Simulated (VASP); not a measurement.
Input of a VASP 6.6.1 run:

File INCAR:

```
PREC = Accurate ; ENCUT = 520
EDIFF = 1E-6 ; ISMEAR = 0
SIGMA = 0.05 ; LREAL = False
LASPH = True ; NELM = 60
ALGO = Normal ; ISIF = 2
LWAVE = False ; LCHARG = False
GGA = PS ; NBANDS = 19
```

Contents of KPOINTS:

```
regular mesh
0
Gamma
  8 8 8
```

POSCAR

```
BaSi3
1.0
    4.4435360777      0.0000000000      0.0000000000
    0.0000000000      4.4435360777      0.0000000000
    0.0000000000      0.0000000000      4.4435360777
Ba Si
1 3
Direct
    0.0000000000      0.0000000000      0.0000000000
    0.0000000000      0.5000000000      0.5000000000
    0.5000000000      0.5000000000      0.0000000000
    0.5000000000      0.0000000000      0.5000000000
```

Potentials or basis: VASP PAW PBE potentials, release 64 (Ba_sv, Si).

Run with:

```sh
$ cat potpaw_PBE.64/Ba_sv/POTCAR potpaw_PBE.64/Si/POTCAR > POTCAR
$ mpirun -np 1 vasp_std > vasp.out
```

(1) Estimate the band gap on the k mesh.

(2) What does it give for the pressure?

Results:

(1) zero (bands 11 and 12 overlap by 2.02 eV).

(2) -0.2 GPa.

Caveat: the PAW data sets were made with another functional, which shifts forces and pressure a little; spin-orbit coupling is left out, which moves the levels of the heavy elements.
